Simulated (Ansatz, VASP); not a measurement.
# W4N: VASP beside Ansatz

Contents of INCAR:

```
SYSTEM = W4N
PREC = Accurate
ENCUT = 520
EDIFF = 1E-7
ISMEAR = 0
SIGMA = 0.2
LREAL = .False.
LASPH = .True.
NELM = 100
ALGO = Normal
ISIF = 2
LWAVE = .False.
LCHARG = .True.
GGA = PE
LELF = .True.
LVHAR = .True.
NBANDS = 72
```

KPOINTS

```
regular mesh
0
Gamma
  6 6 4
  0 0 0
```

File POSCAR:

```
W4N
1.0
    0.0000000000      4.1217203384      0.0000000000
    0.0000000000      0.0000000000      4.1956198610
    8.2434406769      0.0000000000      0.0000000000
W N
8 2
Direct
    0.0000000000      0.0000000000      0.5000000000
    0.0000000000      0.0000000000      0.0000000000
    0.5000000000      0.5491051637      0.0000000000
    0.5000000000      0.5491051637      0.5000000000
    0.0000000000      0.4508948363      0.2500000000
    0.0000000000      0.4508948363      0.7500000000
    0.5000000000      0.0000000000      0.2500000000
    0.5000000000      0.0000000000      0.7500000000
    0.5000000000      0.5000000000      0.2500000000
    0.5000000000      0.5000000000      0.7500000000
```

Input for Ansatz:

```yaml
crystal:
  lattice:
    - [0.0, 4.1217203384, 0.0]
    - [0.0, 0.0, 4.195619861]
    - [8.2434406769, 0.0, 0.0]
  atoms:
    - { symbol: W, position: [0.0, 0.0, 0.5] }
    - { symbol: W, position: [0.0, 0.0, 0.0] }
    - { symbol: W, position: [0.5, 0.5491051637, 0.0] }
    - { symbol: W, position: [0.5, 0.5491051637, 0.5] }
    - { symbol: W, position: [0.0, 0.4508948363, 0.25] }
    - { symbol: W, position: [0.0, 0.4508948363, 0.75] }
    - { symbol: W, position: [0.5, 0.0, 0.25] }
    - { symbol: W, position: [0.5, 0.0, 0.75] }
    - { symbol: "N", position: [0.5, 0.5, 0.25] }
    - { symbol: "N", position: [0.5, 0.5, 0.75] }
basis:
  ecutwfc: 420
kpoints:
  mp_grid: { grid: [6, 6, 4] }
hamiltonian:
  xc: pbe
scf:
  occupations: { method: gaussian, width: 0.2 }
  lower_state_search: "off"
output:
  forces: true
  stress: true
  eigenvalues: true
```

Alike in both runs: task single point; functional PBE; k mesh 6 × 6 × 4; occupations gaussian, width 0.2 eV; no spin polarisation.

|  | VASP | Ansatz |
| --- | --- | --- |
| version | VASP 6.6.1 | Ansatz 0.2.0 |
| potentials or method | VASP PAW PBE potentials, release 64 (W_sv, N), cutoff 520 eV | scalar-relativistic, plane waves, PAW |
| valence electrons in the cell | 122 | 122 |

VASP gave:

```
gap on the k mesh at the Fermi level (eV)                     : none
pressure (GPa)                                                : 0.9
traceless stress, the component that is largest in VASP (GPa) : -0.22
rms of the force components (eV/Å)                            : 0.015
```

Q: What did Ansatz give for the same quantities?

A: gap on the k mesh at the Fermi level (eV): none; pressure (GPa): 0.0; traceless stress, the component that is largest in VASP (GPa): -0.19; rms of the force components (eV/Å): 0.016.

Atom by atom the forces differ by 0.003 eV/Å (rms over components). A gap of «none» marks a metal or a gap that the smearing closes. With one functional, cell and mesh, what is left measures potentials, basis and numerics.

Spin-orbit coupling is off throughout.
